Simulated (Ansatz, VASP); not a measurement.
# Two plane-wave programs on Be3AgS4

```
Be Ag S
1.0
     5.25297    0.00000    0.00000
     0.00000    5.25297    0.00000
     0.00000    0.00000    5.25297
Be Ag S
3 1 4
Direct
  0.00000 0.50000 0.50000
  0.50000 0.00000 0.50000
  0.50000 0.50000 0.00000
  0.50000 0.50000 0.50000
  0.50000 0.00000 0.00000
  0.00000 0.50000 0.00000
  0.00000 0.00000 0.50000
  0.00000 0.00000 0.00000
```

Alike in both runs: task relaxation of cell and atoms; functional PBE; k mesh 4 × 4 × 4; occupations gaussian, width 0.1 eV; no spin polarisation.

|  | VASP | Ansatz |
| --- | --- | --- |
| version | VASP 6.6.1 | Ansatz 0.2.0 |
| potentials or method | VASP PAW PBE potentials, release 64 (Be, Ag, S), cutoff 600 eV | scalar-relativistic, plane waves, PAW |
| valence electrons in the cell | 41 | 49 |

Ansatz gave:

| Property | Result |
| --- | --- |
| gap on the k mesh at the Fermi level, each at its own relaxed structure (eV) | none |
| relaxed volume (Å³/atom) | 14.24 |
| relaxed cell length with the largest relative difference (Å) | 4.847 |

Task: Estimate VASP's values.

Result: gap on the k mesh at the Fermi level, each at its own relaxed structure (eV): none; relaxed volume (Å³/atom): 14.27; relaxed cell length with the largest relative difference (Å): 4.851.

A gap of «none» marks a metal or a gap that the smearing closes. VASP's potentials hold 41 valence electrons a cell and Ansatz's 49, so a difference there can come from the potentials and not from the codes.

Noted on VASP's run: the volume moved by over 15 % at a fixed basis, so the end points are rough.
